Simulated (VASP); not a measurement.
**Au: single point with PBEsol**

The system is Au.

```
Au
1.0
     0.00000    2.20914    1.96368
     2.20914    0.00000    1.96368
     2.20914    2.20914    0.00000
Au
1
Direct
  0.00000 0.00000 0.00000
```

This cell differs from its parent crystal: strain +0.080 along x and y, -0.040 along z.

- Program: VASP 6.6.1
- Task: single point
- Functional: PBEsol
- Potentials or basis: VASP PAW PBE potentials, release 64 (Au)
- Cutoff: 520 eV
- k mesh: 20 × 20 × 20
- Occupations: gaussian, width 0.15 eV
- Spin: no spin polarisation
- Dipole correction: no
- Further INCAR settings: ALGO = Fast; EDIFF = 1e-06; NBANDS = 12

```json
{
 "Pressure": "-14.6 GPa"
}
```

Stress tensor (GPa, compression positive):
```
-14.88   0.00   0.00
  0.00 -14.88   0.00
  0.00   0.00 -14.04
```

Levels at points of the mesh, in eV from the Fermi level:
```
           k point  band 2  band 3  band 4  band 5  band 6  band 7  band 8  band 9  band 10  band 11
(0.00, 0.00, 0.00)   -4.30   -4.30   -3.51   -3.31   -2.48   14.81   17.46   17.46    18.98    22.67
(0.50, 0.00, 0.00)   -4.51   -3.66   -2.09   -1.65   -0.44    2.55   13.54   14.99    18.18    22.16
(0.50, 0.50, 0.00)   -5.76   -1.88   -1.58   -1.58    2.65    6.50    8.37    8.37    14.89    17.07
(0.50, 0.00, 0.50)   -5.72   -1.99   -1.93   -1.37    0.74    4.14   10.36   10.47    16.81    18.93
```

Wall time 41 s on 1 thread of Intel(R) Xeon(R) 6975P-C (Granite Rapids), with other jobs on the host, peak memory 0.25 GiB.

Caveat: the cell differs from its parent crystal (strain +0.080 along x and y, -0.040 along z); the PAW data sets were made with another functional, which shifts forces and pressure a little; spin-orbit coupling is left out, which moves the levels of the heavy elements.
